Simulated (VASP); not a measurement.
# Ga2O (P-3m1) in VASP: single point with PBE

Aim: the single point of Ga2O with PBE.

Program: VASP 6.6.1. These are calculated values, not measurements. Logs are shortened: lines on timing, memory, paths and dates and some standing lists are left out, and cuts for length are marked.

### Step 1. The cell of the first run

Symmetry: P-3m1, No. 164, trigonal system. Conventional cell: a = 3.055 Å, b = 3.055 Å, c = 13.397 Å, α = 90.00°, β = 90.00°, γ = 120.00°. Within 2.6 Å of Ga (site symmetry 3m) lie 3 O at 1.93 Å and 1 Ga at 2.52 Å. Within 4.0 Å of Ga (site symmetry 3m) lie 9 Ga at 3.06 to 3.07 Å and 1 O at 3.41 Å. O (site symmetry 3m) has 3 Ga at 1.93 Å within 2.6 Å.

### Step 2. Single point, PBE

Contents of INCAR:

```
PREC = Accurate ; ENCUT = 600
EDIFF = 1E-6 ; ISMEAR = -1
SIGMA = 0.15 ; LREAL = False
LASPH = True ; NELM = 120
ALGO = Normal ; ISIF = 2
LWAVE = False ; LCHARG = True
GGA = PE ; LELF = True
LVHAR = True ; NBANDS = 41
GGA_COMPAT = False
```

Contents of KPOINTS:

```
regular mesh
0
Gamma
  12 12 4
```

Contents of POSCAR:

```
Ga2O
1.0
    3.0552007146      0.0000000000      0.0000000000
   -1.5276003573      2.6458814325      0.0000000000
    0.0000000000      0.0000000000     13.3974868200
Ga O
4 2
Direct
    0.0000000000      0.0000000000      0.4059439932
    0.0000000000      0.0000000000      0.5940560068
    0.6666666667      0.3333333333      0.0937134107
    0.3333333333      0.6666666667      0.9062865893
    0.6666666667      0.3333333333      0.3481275516
    0.3333333333      0.6666666667      0.6518724484
```

Potentials or basis: VASP PAW PBE potentials, release 64 (Ga_d, O).

Run with:

```sh
cat potpaw_PBE.64/Ga_d/POTCAR potpaw_PBE.64/O/POTCAR > POTCAR
mpirun -np 1 vasp_std > vasp.out
```

OUTCAR:

```text
PREC = Accurate
   ENCUT = 600
   EDIFF = 1E-6
   ISMEAR = -1
   LREAL = False
   LASPH = True
   NELM = 120
   ISIF = 2
   GGA = PE

 ion  position               nearest neighbor table
   1  0.000  0.000  0.406-   5 1.93   5 1.93   5 1.93   2 2.52
   2  0.000  0.000  0.594-   6 1.93   6 1.93   6 1.93   1 2.52
   3  0.667  0.333  0.094-
   4  0.333  0.667  0.906-
   5  0.667  0.333  0.348-   1 1.93   1 1.93   1 1.93
   6  0.333  0.667  0.652-   2 1.93   2 1.93   2 1.93

  LATTYP: Found a hexagonal cell.
 ALAT       =     3.0552007146
 C/A-ratio  =     4.3851412956

  Lattice vectors:

 A1 = (   3.0552007146,   0.0000000000,   0.0000000000)
 A2 = (  -1.5276003573,   2.6458814325,   0.0000000000)
 A3 = (   0.0000000000,   0.0000000000,  13.3974868200)

Analysis of symmetry for initial positions (statically):
=====================================================================
 Subroutine PRICEL returns:
 Original cell was already a primitive cell.

 Routine SETGRP: Setting up the symmetry group for a
 hexagonal supercell.

 Subroutine GETGRP returns: Found 12 space group operations
 (whereof 12 operations were pure point group operations)
 out of a pool of 24 trial point group operations.

The static configuration has the point symmetry D_3d.

Analysis of symmetry for dynamics (positions and initial velocities):
=====================================================================
 Subroutine PRICEL returns:
 Original cell was already a primitive cell.

 Routine SETGRP: Setting up the symmetry group for a
 hexagonal supercell.

 Subroutine GETGRP returns: Found 12 space group operations
 (whereof 12 operations were pure point group operations)
 out of a pool of 24 trial point group operations.

The dynamic configuration has the point symmetry D_3d.

 Subroutine INISYM returns: Found 12 space group operations
 (whereof 12 operations are pure point group operations),
 and found     1 'primitive' translations

----------------------------------------------------------------------------------------

                                     Primitive cell

  volume of cell :     108.3012

  direct lattice vectors                    reciprocal lattice vectors
     3.055200715  0.000000000  0.000000000     0.327310738  0.188972943  0.000000000
    -1.527600357  2.645881432  0.000000000     0.000000000  0.377945885  0.000000000
     0.000000000  0.000000000 13.397486820     0.000000000  0.000000000  0.074640865

  length of vectors
     3.055200715  3.055200715 13.397486820     0.377945885  0.377945885  0.074640865

  position of ions in fractional coordinates (direct lattice)
     0.000000000  0.000000000  0.405943993
     0.000000000  0.000000000  0.594056007
     0.666666667  0.333333333  0.093713411
     0.333333333  0.666666667  0.906286589
     0.666666667  0.333333333  0.348127552
     0.333333333  0.666666667  0.651872448

  ion indices of the primitive-cell ions
   primitive index   ion index
                 1           1
                 2           2
                 3           3
                 4           4
                 5           5
                 6           6

----------------------------------------------------------------------------------------

 KPOINTS: regular mesh

Automatic generation of k-mesh.
 Grid dimensions read from file:
 generate k-points for:   12   12    4

 Generating k-lattice:

  Cartesian coordinates                     Fractional coordinates (reciprocal lattice)
     0.027275895  0.015747745  0.000000000     0.083333333  0.000000000  0.000000000
     0.000000000  0.031495490  0.000000000     0.000000000  0.083333333  0.000000000
     0.000000000  0.000000000  0.018660216     0.000000000  0.000000000  0.250000000

  Length of vectors
     0.031495490  0.031495490  0.018660216

  Shift w.r.t. Gamma in fractional coordinates (k-lattice)
     0.000000000  0.000000000  0.000000000

 Subroutine IBZKPT returns following result:
 ===========================================

 Found     69 irreducible k-points:

 Following reciprocal coordinates:
            Coordinates               Weight
  0.000000  0.000000  0.000000      1.000000
  0.083333  0.000000  0.000000      6.000000
  0.166667  0.000000  0.000000      6.000000
  0.250000  0.000000  0.000000      6.000000
  0.333333 -0.000000  0.000000      6.000000
  0.416667  0.000000  0.000000      6.000000
[... 16 lines left out ...]
  0.166667  0.000000  0.250000      6.000000
  0.000000  0.166667  0.250000      6.000000
 [... further k-points ...]
   k-points           NKPTS =     69   k-points in BZ     NKDIM =     69   number of bands    NBANDS=     41
   number of dos      NEDOS =    301   number of ions     NIONS =      6
   total plane-waves  NPLWV =  62208
   dimension x,y,z NGX =    24 NGY =   24 NGZ =  108
   dimension x,y,z NGXF=    48 NGYF=   48 NGZF=  216
   ions per type =               4   2
   NGX,Y,Z   is equivalent  to a cutoff of  13.06, 13.06, 13.40 a.u.
   NGXF,Y,Z  is equivalent  to a cutoff of  26.12, 26.12, 26.80 a.u.
 SYSTEM =  unknown system
   PREC   = accura    normal or accurate (medium, high low for compatibility)
   ISTART =      0    job   : 0-new  1-cont  2-samecut
   ICHARG =      2    charge: 1-file 2-atom 10-const
   ISPIN  =      1    spin polarized calculation?
   LNONCOLLINEAR =      F non collinear calculations
   LSORBIT =      F    spin-orbit coupling
   LASPH  =      T    aspherical Exc in radial PAW
   ENCUT  =  600.0 eV  44.10 Ry    6.64 a.u.   6.10  6.10 26.76*2*pi/ulx,y,z
   NELM   =    120;   NELMIN=  2; NELMDL= -5     # of ELM steps
   EDIFF  = 0.1E-05   stopping-criterion for ELM
   LREAL  =      F    real-space projection
   EDIFFG = 0.1E-04   stopping-criterion for IOM
   NSW    =      0    number of steps for IOM
   IBRION =     -1    ionic relax: 0-MD 1-quasi-New 2-CG
   NFREE  =      0    steps in history (QN), initial steepest desc. (CG)
   ISIF   =      2    stress and relaxation
   ISYM   =      2    0-nonsym 1-usesym 2-fastsym
   POTIM  = 0.5000    time-step for ionic-motion
   TEBEG  =    0.0;   TEEND  =   0.0 temperature during run
   PSTRESS=    0.0 pullay stress
   NELECT =      64.0000    total number of electrons
   NUPDOWN=      -1.0000    fix difference up-down
   EMIN   =  10.00;   EMAX   =-10.00  energy-range for DOS
   EFERMI =   0.00;   METHOD = LEGACY
   ISMEAR =    -1;   SIGMA  =   0.15  broadening in eV -4-tet -1-fermi 0-gaus
   EFERMI_NEDOS =   21; number of points for ismear=-14 and -15
   IALGO  =     38    algorithm
   IMIX   =      4    mixing-type and parameters
     AMIX     =   0.40;   BMIX     =  1.00
     AMIX_MAG =   1.60;   BMIX_MAG =  1.00
  volume/ion in A,a.u.               =      18.05       121.81
  Fermi-wavevector in a.u.,A,eV,Ry     =   1.373800  2.596106 25.678654  1.887328
  Thomas-Fermi vector in A             =   2.499285
   LORBIT       =      0    0 simple, 1 ext, 2 COOP (PROOUT), +10 PAW based schemes
   GGA     = PE    functional components
   LHFCALC =     F    Hartree Fock is set to
   AEXX    =    0.0000 exact exchange contribution
   IVDW    =     0    specifies the selected vdW correction
   LEPSILON=     F    determine dielectric tensor
   LRPA    =     F    only Hartree local field effects (RPA)
 non-spin polarized calculation
  energy-cutoff  :      600.00
  volume of cell :      108.30
 maximum number of plane-waves:      3654
   NGX = 13   NGY = 13   NGZ = 53

 number of electron      63.9999972 magnetization

 Free energy of the ion-electron system (eV)
  ---------------------------------------------------
  ext. energy  EPLUGINS =         0.00000000
  ---------------------------------------------------
  free energy    TOTEN  =       -26.80040735 eV

  energy without entropy =      -26.71159024  energy(sigma->0) =      -26.75599880

 E-fermi :   4.0246     XC(G=0):  -9.8049

 val. band max:        3.9930693616   @ k =   0.0833   0.0000   0.2500
 cond. band min:       4.0984509367   @ k =   0.1667   0.1667   0.5000
 fundamental gap:      0.1053815750
 Fermi energy:         4.0245970345

 k-point     1 :       0.0000    0.0000    0.0000
  band No.  band energies     occupation
      1     -16.8926      2.00000
      2     -16.8322      2.00000
      3     -11.7656      2.00000
      4     -11.7656      2.00000
      5     -11.7564      2.00000
      6     -11.7564      2.00000
[... 33 lines left out ...]
     40      13.9324      0.00000
     41      13.9337      0.00000

 k-point     2 :       0.0833    0.0000    0.0000
  band No.  band energies     occupation
      1     -16.8503      2.00000
      2     -16.7935      2.00000
      3     -11.7566      2.00000
      4     -11.7515      2.00000
      5     -11.7495      2.00000
      6     -11.7423      2.00000
[... 33 lines left out ...]
     40      12.6258      0.00000
     41      13.2362      0.00000

 k-point     3 :       0.1667    0.0000    0.0000
  band No.  band energies     occupation
      1     -16.7347      2.00000
      2     -16.6877      2.00000
      3     -11.7439      2.00000
      4     -11.7097      2.00000
      5     -11.7095      2.00000
      6     -11.7018      2.00000
[... 33 lines left out ...]
     40      12.1099      0.00000
     41      12.4211      0.00000

 k-point     4 :       0.2500    0.0000    0.0000
  band No.  band energies     occupation
      1     -16.5773      2.00000
      2     -16.5439      2.00000
      3     -11.7169      2.00000
      4     -11.6693      2.00000
      5     -11.6546      2.00000
      6     -11.6423      2.00000
[... 825 lines left out ...]
     40      12.9180      0.00000
     41      13.2391      0.00000

 k-point    23 :       0.1667    0.0000    0.2500
  band No.  band energies     occupation
      1     -16.7347      2.00000
      2     -16.6877      2.00000
      3     -11.7439      2.00000
      4     -11.7097      2.00000
      5     -11.7095      2.00000
      6     -11.7018      2.00000
[... 33 lines left out ...]
     40      12.1093      0.00000
     41      12.3826      0.00000

 k-point    24 :       0.0000    0.1667    0.2500
  band No.  band energies     occupation
      1     -16.7347      2.00000
      2     -16.6877      2.00000
      3     -11.7439      2.00000
      4     -11.7097      2.00000
      5     -11.7095      2.00000
      6     -11.7018      2.00000
[... 33 lines left out ...]
     40      12.1101      0.00000
     41      12.3862      0.00000

 [... further k-points ...]

------------------------ aborting loop because EDIFF is reached ----------------------------------------

  FORCE on cell =-STRESS in cart. coord.  units (eV):
  Direction    XX          YY          ZZ          XY          YZ          ZX
  --------------------------------------------------------------------------------------
  -------------------------------------------------------------------------------------
  Total        0.1815872      0.1815872      0.0031678      0.0000000      0.0000000      0.0000000
  in kB        2.6863485      2.6863485      0.0468634      0.0000000      0.0000000      0.0000000
  external PRESSURE =       1.8065201 kB  Pullay stress =       0.0000000 kB

 VOLUME and BASIS-vectors are now :
 -----------------------------------------------------------------------------
  energy-cutoff  :      600.00
  volume of cell :      108.30
      direct lattice vectors                 reciprocal lattice vectors
     3.055200715  0.000000000  0.000000000     0.327310738  0.188972943  0.000000000
    -1.527600357  2.645881432  0.000000000     0.000000000  0.377945885  0.000000000
     0.000000000  0.000000000 13.397486820     0.000000000  0.000000000  0.074640865

 POSITION                                       TOTAL-FORCE (eV/Angst)
 -----------------------------------------------------------------------------------
      0.00000      0.00000      5.43863        -0.000000     -0.000000      0.045067
      0.00000      0.00000      7.95886         0.000000      0.000000     -0.045067
      1.52760      0.88196      1.25552        -0.000000      0.000000      0.004555
     -0.00000      1.76392     12.14196        -0.000000      0.000000     -0.004555
      1.52760      0.88196      4.66403         0.000000     -0.000000     -0.052182
     -0.00000      1.76392      8.73345        -0.000000      0.000000      0.052182
 -----------------------------------------------------------------------------------
    total drift:                                0.000000      0.000000      0.000000

  FREE ENERGIE OF THE ION-ELECTRON SYSTEM (eV)
  ---------------------------------------------------
  free  energy   TOTEN  =       -26.8004073536 eV

  energy  without entropy=      -26.7115902385  energy(sigma->0) =      -26.75599880
```

Wall time 8.3 min (1 thread of Oxide Virtual Turin-like, shared host); peak memory 0.39 GiB.

Results:

```
Free energy            : -26.8004 eV
Pressure               : 0.2 GPa
Largest force          : 0.052 eV/Å
Band gap on the k mesh : zero (bands 32 and 33 overlap by 1.77 eV)
```

Forces on the atoms (eV/Å):
```
Ga   0.000  0.000  0.045
Ga   0.000  0.000 -0.045
Ga   0.000  0.000  0.005
Ga   0.000  0.000 -0.005
O    0.000  0.000 -0.052
O    0.000  0.000  0.052
```

The gap in the log of VASP goes by the Fermi energy; the results here count the filled bands.